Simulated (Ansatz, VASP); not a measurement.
Two plane-wave programs on Hf

INCAR

```
SYSTEM = Hf
PREC = Accurate ; ENCUT = 400
EDIFF = 1E-6 ; ISMEAR = 1
SIGMA = 0.1 ; LREAL = .False.
LASPH = .True. ; NELM = 120
ALGO = Normal ; ISIF = 2
LWAVE = .False. ; LCHARG = .False.
LDIPOL = .True. ; IDIPOL = 3
DIPOL = 0.5 0.5 0.388 ; GGA = PS
IVDW = 12 ; NBANDS = 28
GGA_COMPAT = .False. ; NELMDL = -8
```

File KPOINTS:

```
regular mesh
0
Gamma
  12 12 1
  0 0 0
```

File POSCAR:

```
Hf
1.0
    3.1238467834      0.0000000000      0.0000000000
   -1.5619233917      2.7053306720      0.0000000000
    0.0000000000      0.0000000000     27.4353847131
Hf
4
Direct
    0.3333333333      0.6666666667      0.2551449551
    0.6666666667      0.3333333333      0.3408984967
    0.3333333333      0.6666666667      0.4346479326
    0.6666666667      0.3333333333      0.5229350536
```

Input for Ansatz:

```yaml
crystal:
  lattice:
    - [3.1238467834, 0.0, 0.0]
    - [-1.5619233917, 2.705330672, 0.0]
    - [0.0, 0.0, 27.4353847131]
  atoms:
    - { symbol: Hf, position: [0.3333333333, 0.6666666667, 0.2551449551] }
    - { symbol: Hf, position: [0.6666666667, 0.3333333333, 0.3408984967] }
    - { symbol: Hf, position: [0.3333333333, 0.6666666667, 0.4346479326] }
    - { symbol: Hf, position: [0.6666666667, 0.3333333333, 0.5229350536] }
basis:
  ecutwfc: 420
kpoints:
  mp_grid: { grid: [12, 12, 1] }
hamiltonian:
  xc: pbesol
  dispersion: d3bj
  pseudopotentials: { kind: paw, azcp: { folder: soft_1 } }
scf:
  occupations: { method: methfessel_paxton, width: 0.1 }
  n_extra_bands: 7
  max_iter: 160
output:
  forces: true
  eigenvalues: true
efield:
  axis: 3
  dipole_correction: true
```

Alike in both runs: task single point; functional PBEsol; dispersion D3(BJ); k mesh 12 × 12 × 1; occupations methfessel-paxton of order 1, width 0.1 eV; no spin polarisation.

```csv
,VASP,Ansatz
version,VASP 6.6.1,Ansatz 0.2.0
potentials or method,"VASP PAW PBE potentials, release 64 (Hf_pv), cutoff 400 eV","scalar-relativistic, plane waves, PAW"
valence electrons in the cell,40,104
```

|  | VASP | Ansatz | Ansatz less VASP |
| --- | --- | --- | --- |
| gap on the k mesh at the Fermi level (eV) | none | none | - |
| rms of the force components (eV/Å) | 0.201 | 0.186 | -0.0147 |

VASP's potentials were made for PBE, not for PBEsol, and Ansatz warns of the same on its side. Atom by atom the forces differ by 0.019 eV/Å (rms over components). A gap of «none» marks a metal or a gap that the smearing closes. VASP's potentials hold 40 valence electrons a cell and Ansatz's 104, so a difference there can come from the potentials and not from the codes.

Neither program's run includes spin-orbit coupling.
